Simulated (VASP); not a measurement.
# TaH in VASP: a series of runs

TaH is run at these levels: PBE; tasks: relaxation of cell and atoms, single point.

Everything below comes from runs of VASP 6.6.1. Logs are shortened: lines on timing, memory, paths and dates and some standing lists are left out, and cuts for length are marked.

## (1) The cell of the first run

The structure is cubic, space group Fm-3m (No. 225). Conventional cell: a = 4.654 Å, b = 4.654 Å, c = 4.654 Å, α = 90.00°, β = 90.00°, γ = 90.00°. Within 3.1 Å of Ta (site symmetry m-3m) lie 6 H at 2.33 Å. Within 3.1 Å of H (site symmetry m-3m) lie 6 Ta at 2.33 Å.

## (2) Relaxation of cell and atoms, PBE

The input, INCAR:

```
  PREC = Accurate
  ENCUT = 500
  EDIFF = 1E-7
  ISMEAR = 0
  SIGMA = 0.2
  LREAL = False
  LASPH = True
  NELM = 120
  ALGO = Normal
  ISIF = 3
  LWAVE = False
  LCHARG = False
  GGA = PE
  IBRION = 2
  NSW = 36
  EDIFFG = -0.08
  GGA_COMPAT = False
  NELMIN = 4
```

The input, KPOINTS:

```
regular mesh
0
Gamma
  7 7 7
```

The input, POSCAR:

```
TaH
1.0
    0.0000000000      2.3268404500      2.3268404500
    2.3268404500      0.0000000000      2.3268404500
    2.3268404500      2.3268404500      0.0000000000
Ta H
1 1
Direct
    0.0000000000      0.0000000000      0.0000000000
    0.5000000000      0.5000000000      0.5000000000
```

Potentials or basis: VASP PAW PBE potentials, release 64 (Ta_pv, H).

Launch:

```
> cat potpaw_PBE.64/Ta_pv/POTCAR potpaw_PBE.64/H/POTCAR > POTCAR
> mpirun -np 1 vasp_std > vasp.out
```

OUTCAR:

```text
PREC = Accurate
   ENCUT = 500
   EDIFF = 1E-7
   ISMEAR = 0
   LREAL = False
   LASPH = True
   NELM = 120
   ISIF = 3
   GGA = PE
   IBRION = 2
   NSW = 36
   EDIFFG = -0.08
   NELMIN = 4

 ion  position               nearest neighbor table
   1  0.000  0.000  0.000-
   2  0.500  0.500  0.500-

  LATTYP: Found a face centered cubic cell.
 ALAT       =     4.6536809000

  Lattice vectors:

 A1 = (   0.0000000000,   2.3268404500,   2.3268404500)
 A2 = (   2.3268404500,   0.0000000000,   2.3268404500)
 A3 = (   2.3268404500,   2.3268404500,   0.0000000000)

Analysis of symmetry for initial positions (statically):
=====================================================================
 Subroutine PRICEL returns:
 Original cell was already a primitive cell.

 Routine SETGRP: Setting up the symmetry group for a
 face centered cubic supercell.

 Subroutine GETGRP returns: Found 48 space group operations
 (whereof 48 operations were pure point group operations)
 out of a pool of 48 trial point group operations.

The static configuration has the point symmetry O_h .

Analysis of symmetry for dynamics (positions and initial velocities):
=====================================================================
 Subroutine PRICEL returns:
 Original cell was already a primitive cell.

 Routine SETGRP: Setting up the symmetry group for a
 face centered cubic supercell.

 Subroutine GETGRP returns: Found 48 space group operations
 (whereof 48 operations were pure point group operations)
 out of a pool of 48 trial point group operations.

The dynamic configuration has the point symmetry O_h .

 Subroutine INISYM returns: Found 48 space group operations
 (whereof 48 operations are pure point group operations),
 and found     1 'primitive' translations

----------------------------------------------------------------------------------------

                                     Primitive cell

  volume of cell :      25.1959

  direct lattice vectors                    reciprocal lattice vectors
     0.000000000  2.326840450  2.326840450    -0.214883663  0.214883663  0.214883663
     2.326840450  0.000000000  2.326840450     0.214883663 -0.214883663  0.214883663
     2.326840450  2.326840450  0.000000000     0.214883663  0.214883663 -0.214883663

  length of vectors
     3.290649322  3.290649322  3.290649322     0.372189423  0.372189423  0.372189423

  position of ions in fractional coordinates (direct lattice)
     0.000000000  0.000000000  0.000000000
     0.500000000  0.500000000  0.500000000
[... 64 lines left out ...]
   ISTART =      0    job   : 0-new  1-cont  2-samecut
   ICHARG =      2    charge: 1-file 2-atom 10-const
   ISPIN  =      1    spin polarized calculation?
   LNONCOLLINEAR =      F non collinear calculations
   LSORBIT =      F    spin-orbit coupling
   LASPH  =      T    aspherical Exc in radial PAW
   ENCUT  =  500.0 eV  36.75 Ry    6.06 a.u.   6.00  6.00  6.00*2*pi/ulx,y,z
   NELM   =    120;   NELMIN=  4; NELMDL= -5     # of ELM steps
   EDIFF  = 0.1E-06   stopping-criterion for ELM
   LREAL  =      F    real-space projection
   EDIFFG = -.8E-01   stopping-criterion for IOM
   NSW    =     36    number of steps for IOM
   IBRION =      2    ionic relax: 0-MD 1-quasi-New 2-CG
   NFREE  =      1    steps in history (QN), initial steepest desc. (CG)
   ISIF   =      3    stress and relaxation
   ISYM   =      2    0-nonsym 1-usesym 2-fastsym
   POTIM  = 0.5000    time-step for ionic-motion
   TEBEG  =    0.0;   TEEND  =   0.0 temperature during run
   PSTRESS=    0.0 pullay stress
   NELECT =      12.0000    total number of electrons
   NUPDOWN=      -1.0000    fix difference up-down
   EMIN   =  10.00;   EMAX   =-10.00  energy-range for DOS
   EFERMI =   0.00;   METHOD = LEGACY
   ISMEAR =     0;   SIGMA  =   0.20  broadening in eV -4-tet -1-fermi 0-gaus
   EFERMI_NEDOS =   21; number of points for ismear=-14 and -15
   IALGO  =     38    algorithm
   IMIX   =      4    mixing-type and parameters
     AMIX     =   0.40;   BMIX     =  1.00
     AMIX_MAG =   1.60;   BMIX_MAG =  1.00
  volume/ion in A,a.u.               =      12.60        85.02
  Fermi-wavevector in a.u.,A,eV,Ry     =   1.278474  2.415966 22.238673  1.634496
  Thomas-Fermi vector in A             =   2.411015
   LORBIT       =      0    0 simple, 1 ext, 2 COOP (PROOUT), +10 PAW based schemes
   GGA     = PE    functional components
   LHFCALC =     F    Hartree Fock is set to
   AEXX    =    0.0000 exact exchange contribution
   IVDW    =     0    specifies the selected vdW correction
   LEPSILON=     F    determine dielectric tensor
   LRPA    =     F    only Hartree local field effects (RPA)
 conjugate gradient relaxation of ions
 non-spin polarized calculation
 Gauss-broadening in eV      SIGMA  =   0.20
  energy-cutoff  :      500.00
  volume of cell :       25.20
 maximum number of plane-waves:       646
   NGX = 11   NGY = 11   NGZ = 11

--------------------------------------- Ionic step        1  -------------------------------------------

 number of electron      12.0000002 magnetization

 Free energy of the ion-electron system (eV)
  ---------------------------------------------------
  ext. energy  EPLUGINS =         0.00000000
  ---------------------------------------------------
  free energy    TOTEN  =       -14.71748654 eV

  energy without entropy =      -14.69024346  energy(sigma->0) =      -14.70386500

------------------------ aborting loop because EDIFF is reached ----------------------------------------

  FORCE on cell =-STRESS in cart. coord.  units (eV):
  Direction    XX          YY          ZZ          XY          YZ          ZX
  --------------------------------------------------------------------------------------
  -------------------------------------------------------------------------------------
  Total       -4.8943960     -4.8943960     -4.8943960      0.0000000     -0.0000000      0.0000000
  in kB     -311.2288714   -311.2288714   -311.2288714      0.0000000     -0.0000000      0.0000000
  external PRESSURE =    -311.2288714 kB  Pullay stress =       0.0000000 kB
[... 59 lines left out ...]
--------------------------------------- Ionic step        3  -------------------------------------------

 number of electron      12.0000000 magnetization

 Free energy of the ion-electron system (eV)
  ---------------------------------------------------
  ext. energy  EPLUGINS =         0.00000000
  ---------------------------------------------------
  free energy    TOTEN  =       -15.31812069 eV

  energy without entropy =      -15.29890778  energy(sigma->0) =      -15.30851423

 E-fermi :   6.1782     XC(G=0): -12.5784

 val. band max:        6.1649831460   @ k =   0.2857   0.0000   0.0000
 cond. band min:       6.3569557262   @ k =  -0.2857   0.1429   0.0000
 fundamental gap:      0.1919725802
 Fermi energy:         6.1782433656

 k-point     1 :       0.0000    0.0000    0.0000
  band No.  band energies     occupation
      1     -27.9032      2.00000
      2     -27.9032      2.00000
      3     -27.9032      2.00000
      4      -4.9247      2.00000
      5       6.1330      1.25105
      6       6.1330      1.25104
      7       6.1330      1.25104
      8       8.7470      0.00000
      9       8.7470      0.00000
     10      14.1495      0.00000
[... 274 lines left out ...]
  FREE ENERGIE OF THE ION-ELECTRON SYSTEM (eV)
  ---------------------------------------------------
  free  energy   TOTEN  =       -15.3181206893 eV

  energy  without entropy=      -15.2989077760  energy(sigma->0) =      -15.30851423

 reached required accuracy - stopping structural energy minimisation
```

Wall time 9.4 s (1 thread of Intel Xeon 6975P-C (Granite Rapids), shared host); peak memory 0.14 GiB.

Results:

```
Free energy                            : -15.3181 eV
Relaxed volume                         : 10.10 Å³/atom
Relaxed cell                           : a = 3.057 Å, b = 3.057 Å, c = 3.057 Å, α = 60.00°, β = 60.00°, γ = 60.00°
Space group after relaxing (to 0.05 Å) : Fm-3m (No. 225)
Energy gained by relaxing              : 300.3 meV/atom
Ionic steps                            : 3
Pressure after relaxing                : -0.9 GPa
Band gap on the k mesh                 : zero (band 6 reaches 6.89 eV, above the bottom of band 7 at 5.61 eV)
```

Step by step:
```tsv
step	energy change (eV)	largest force (eV/Å)	pressure (GPa)	volume (Å³)
1	0.0000	0.0000	-31.12	25.20
2	-0.2422	0.0000	46.15	17.28
3	-0.6006	0.0000	-0.91	20.20
```

Final structure:
```yaml
crystal:
  lattice:
    - [0.00000, 2.16161, 2.16161]
    - [2.16161, 0.00000, 2.16161]
    - [2.16161, 2.16161, 0.00000]
  atoms:
    - { symbol: Ta, position: [0.00000, 0.00000, 0.00000] }
    - { symbol: H, position: [0.50000, 0.50000, 0.50000] }
```

Caveat: the volume moved by over 15 % at a fixed basis, so the end points are rough; spin-orbit coupling is left out, which moves the levels of the heavy elements.

## (3) Relaxation of cell and atoms, PBE

This run uses another cell than the first one, of 10.79 Å³/atom, 0.857 times its volume.

The input, INCAR:

```
SYSTEM = TaH
ALGO = Normal ; EDIFF = 1E-7
EDIFFG = -0.08 ; ENCUT = 500
GGA = PE ; GGA_COMPAT = .FALSE.
IBRION = 2 ; ISIF = 3
ISMEAR = 0 ; LASPH = .TRUE.
LCHARG = .FALSE. ; LREAL = .FALSE.
LWAVE = .FALSE. ; NELM = 120
NELMIN = 4 ; NSW = 36
PREC = Accurate ; SIGMA = 0.2
```

The input, KPOINTS:

```
k-points
0
G
  8 8 8
  0 0 0
```

The input, POSCAR:

```
TaH
1.0
    0.0000000000      2.2100000000      2.2100000000
    2.2100000000      0.0000000000      2.2100000000
    2.2100000000      2.2100000000      0.0000000000
Ta H
1 1
Direct
    0.0000000000      0.0000000000      0.0000000000
    0.5000000000      0.5000000000      0.5000000000
```

Potentials or basis: VASP PAW PBE potentials, release 64 (Ta_pv, H).

Launch:

```
> cat potpaw_PBE.64/Ta_pv/POTCAR potpaw_PBE.64/H/POTCAR > POTCAR
> mpirun -np 1 vasp_std > vasp.out
```

It took 11 s on 1 thread of Intel Xeon 6975P-C (Granite Rapids), shared host; peak memory 0.15 GiB.

Results (log left out):

```yaml
Free_energy: -15.2994 eV
Relaxed_volume: 10.04 Å³/atom
Relaxed_cell: a = 3.050 Å, b = 3.050 Å, c = 3.050 Å, α = 60.00°, β = 60.00°, γ = 60.00°
Space_group_after_relaxing_to_0.05_Å: Fm-3m (No. 225)
Energy_gained_by_relaxing: 34.0 meV/atom
Ionic_steps: 3
Pressure_after_relaxing: -0.1 GPa
Band_gap_on_the_k_mesh: zero (band 6 reaches 7.63 eV, above the bottom of band 7 at 5.58 eV)
```

Step by step:
| step | energy change (eV) | largest force (eV/Å) | pressure (GPa) | volume (Å³) |
| --- | --- | --- | --- | --- |
| 1 | 0.0000 | 0.0000 | -13.40 | 21.59 |
| 2 | -0.0177 | 0.0000 | 14.52 | 18.89 |
| 3 | -0.0681 | 0.0000 | -0.12 | 20.07 |

Final structure:
```
Ta H
1.0
     0.00000    2.15698    2.15698
     2.15698    0.00000    2.15698
     2.15698    2.15698    0.00000
Ta H
1 1
Direct
  0.00000 0.00000 0.00000
  0.50000 0.50000 0.50000
```

Levels at points of the mesh, in eV from the Fermi level:
```
           k point  band 3  band 4  band 5  band 6  band 7  band 8  band 9  band 10
(0.00, 0.00, 0.00)  -34.05  -11.15   -0.05   -0.05   -0.05    2.60    2.60     8.02
(0.50, 0.00, 0.00)  -34.16   -5.51   -5.25   -0.65   -0.65    4.85    4.85     7.47
(0.50, 0.50, 0.00)  -34.35   -8.57   -3.59    1.40    4.75    5.64    5.64     8.65
```

Caveat: spin-orbit coupling is left out, which moves the levels of the heavy elements.

## (4) Single point, PBE

This run uses another cell than the first one, of 10.08 Å³/atom, 0.800 times its volume.

The input, INCAR:

```
  PREC = Accurate
  ENCUT = 500
  EDIFF = 1E-6
  ISMEAR = 0
  SIGMA = 0.2
  LREAL = F
  LASPH = T
  NELM = 120
  ALGO = Normal
  ISIF = 2
  LWAVE = F
  LCHARG = F
  GGA = PE
  NBANDS = 13
  GGA_COMPAT = F
```

The input, KPOINTS:

```
Automatic mesh
0
Gamma
  9 9 9
```

The input, POSCAR:

```
TaH
1.0
    1.4986905076      0.8652693680      2.5919183127
   -1.4986905076      0.8652693680      2.5919183127
    0.0000000000     -1.7305387360      2.5919183127
Ta H
1 1
Direct
    0.0000000000      0.0000000000      0.0000000000
    0.5000000000      0.5000000000      0.5000000000
```

Potentials or basis: VASP PAW PBE potentials, release 64 (Ta_pv, H).

Launch:

```
> cat potpaw_PBE.64/Ta_pv/POTCAR potpaw_PBE.64/H/POTCAR > POTCAR
> mpirun -np 1 vasp_std > vasp.out
```

OUTCAR:

```text
PREC = Accurate
   ENCUT = 500
   EDIFF = 1E-6
   ISMEAR = 0
   LREAL = F
   LASPH = T
   NELM = 120
   ISIF = 2
   GGA = PE

 ion  position               nearest neighbor table
   1  0.000  0.000  0.000-   2 2.16   2 2.16   2 2.16   2 2.16   2 2.16   2 2.16
   2  0.500  0.500  0.500-   1 2.16   1 2.16   1 2.16   1 2.16   1 2.16   1 2.16

  LATTYP: Found a trigonal (rhomboedric) cell.
 ALAT       =     3.1165373183
 COS(alpha) =     0.5375026533

  Lattice vectors:

 A1 = (   1.4986905076,   0.8652693680,   2.5919183127)
 A2 = (  -1.4986905076,   0.8652693680,   2.5919183127)
 A3 = (   0.0000000000,  -1.7305387360,   2.5919183127)

Analysis of symmetry for initial positions (statically):
=====================================================================
 Subroutine PRICEL returns:
 Original cell was already a primitive cell.

 Routine SETGRP: Setting up the symmetry group for a
 trigonal (rhombohedral) supercell.

 Subroutine GETGRP returns: Found 12 space group operations
 (whereof 12 operations were pure point group operations)
 out of a pool of 12 trial point group operations.

[... 166 lines left out ...]
 fundamental gap:      0.0115583548
 Fermi energy:         6.1366655366

 k-point     1 :       0.0000    0.0000    0.0000
  band No.  band energies     occupation
      1     -27.9842      2.00000
      2     -27.8383      2.00000
      3     -27.8383      2.00000
      4      -4.9204      2.00000
      5       5.5152      1.99999
      6       6.4210      0.04439
      7       6.4210      0.04439
      8       8.8188      0.00000
      9       8.8188      0.00000
     10      14.2280      0.00000
     11      17.6879      0.00000
     12      19.4509      0.00000
     13      20.0760      0.00000
[... 354 lines left out ...]
  band No.  band energies     occupation
      1     -28.6588      2.00000
      2     -28.2408      2.00000
      3     -28.1209      2.00000
      4      -2.2901      2.00000
      5       2.6961      2.00000
      6       7.1580      0.00000
      7      10.6992      0.00000
      8      11.0800      0.00000
      9      11.4445      0.00000
     10      14.9992      0.00000
     11      15.3973      0.00000
     12      15.9728      0.00000
     13      17.4383      0.00000

 [... further k-points ...]
[... 5 lines left out ...]
  --------------------------------------------------------------------------------------
  -------------------------------------------------------------------------------------
  Total        0.0925194      0.0925194     -0.0438454      0.0000000     -0.0000000      0.0000000
  in kB        7.3503394      7.3503394     -3.4833602      0.0000000     -0.0000000      0.0000000
  external PRESSURE =       3.7391062 kB  Pullay stress =       0.0000000 kB

 VOLUME and BASIS-vectors are now :
 -----------------------------------------------------------------------------
  energy-cutoff  :      500.00
  volume of cell :       20.17
      direct lattice vectors                 reciprocal lattice vectors
     1.498690508  0.865269368  2.591918313     0.333624586  0.192618244  0.128604876
    -1.498690508  0.865269368  2.591918313    -0.333624586  0.192618244  0.128604876
     0.000000000 -1.730538736  2.591918313     0.000000000 -0.385236489  0.128604876

 POSITION                                       TOTAL-FORCE (eV/Angst)
 -----------------------------------------------------------------------------------
      0.00000      0.00000      0.00000         0.000000     -0.000000      0.000000
      0.00000      0.00000      3.88788        -0.000000      0.000000      0.000000
 -----------------------------------------------------------------------------------
    total drift:                               -0.000000     -0.000000     -0.000000

  FREE ENERGIE OF THE ION-ELECTRON SYSTEM (eV)
  ---------------------------------------------------
  free  energy   TOTEN  =       -15.2947123772 eV

  energy  without entropy=      -15.2749614559  energy(sigma->0) =      -15.28483692
```

OSZICAR:

```text
N       E                     dE             d eps       ncg     rms          rms(c)
DAV:   1     0.642753676316E+02    0.64275E+02   -0.66530E+03  2210   0.899E+02
DAV:   2    -0.148344113367E+02   -0.79110E+02   -0.76898E+02  2565   0.246E+02
DAV:   3    -0.160970811392E+02   -0.12627E+01   -0.12517E+01  2580   0.292E+01
DAV:   4    -0.161005164821E+02   -0.34353E-02   -0.34351E-02  2575   0.169E+00
DAV:   5    -0.161005285156E+02   -0.12034E-04   -0.12032E-04  2611   0.923E-02    0.151E+01
DAV:   6    -0.154324548795E+02    0.66807E+00   -0.51794E-01  2720   0.770E+00    0.693E+00
DAV:   7    -0.152976347867E+02    0.13482E+00   -0.33634E-01  2610   0.557E+00    0.721E-01
DAV:   8    -0.152950301704E+02    0.26046E-02   -0.16980E-02  2360   0.117E+00    0.270E-01
DAV:   9    -0.152947072884E+02    0.32288E-03   -0.84744E-04  2510   0.314E-01    0.495E-02
DAV:  10    -0.152947115661E+02   -0.42777E-05   -0.42683E-05  2455   0.600E-02    0.115E-02
DAV:  11    -0.152947123772E+02   -0.81101E-06   -0.10582E-06  1909   0.104E-02
   1 F= -.15294712E+02 E0= -.15284837E+02  d E =-.197509E-01
```

stdout:

```text
POSCAR found type information on POSCAR TaH
 POSCAR found :  2 types and       2 ions
 scaLAPACK will be used
 LDA part: xc-table for (Slater+PW92), standard interpolation
 POSCAR, INCAR and KPOINTS ok, starting setup
 FFT: planning ... GRIDC
 FFT: planning ... GRID_SOFT
 FFT: planning ... GRID
 WAVECAR not read
 entering main loop
```

It took 7.7 s on 1 thread of Intel Xeon 6975P-C (Granite Rapids), shared host; peak memory 0.15 GiB.

What came out:

* Free energy: -15.2947 eV
* Pressure: 0.4 GPa
* Band gap on the k mesh: zero (band 6 reaches 7.16 eV, above the bottom of band 7 at 5.83 eV)

Stress tensor (GPa, compression positive):
```
 0.74  0.00  0.00
 0.00  0.74  0.00
 0.00  0.00 -0.35
```

Caveat: spin-orbit coupling is left out, which moves the levels of the heavy elements.

## (5) The runs side by side

```tsv
task	cell	k mesh	gap on the mesh (eV)	pressure (GPa)
relaxation of cell and atoms	relaxed from a = 3.291 Å, angles 60.0°, 2 atoms	7 × 7 × 7	none	-0.9
relaxation of cell and atoms	relaxed from a = 3.125 Å, angles 60.0°, 2 atoms	8 × 8 × 8	none	-0.1
single point	a = 3.117 Å, angles 57.5°, 2 atoms	9 × 9 × 9	none	0.4
```

Alike in all rows: level PBE; potentials or basis VASP PAW PBE potentials, release 64 (Ta_pv, H); no spin polarisation; cutoff (eV) 500; smearing gaussian 0.2 eV.

Caveats: spin-orbit coupling is left out, which moves the levels of the heavy elements; the volume moved by over 15 % at a fixed basis, so the end points are rough (some runs).

Absolute energies hang on the potentials; compare differences alone.
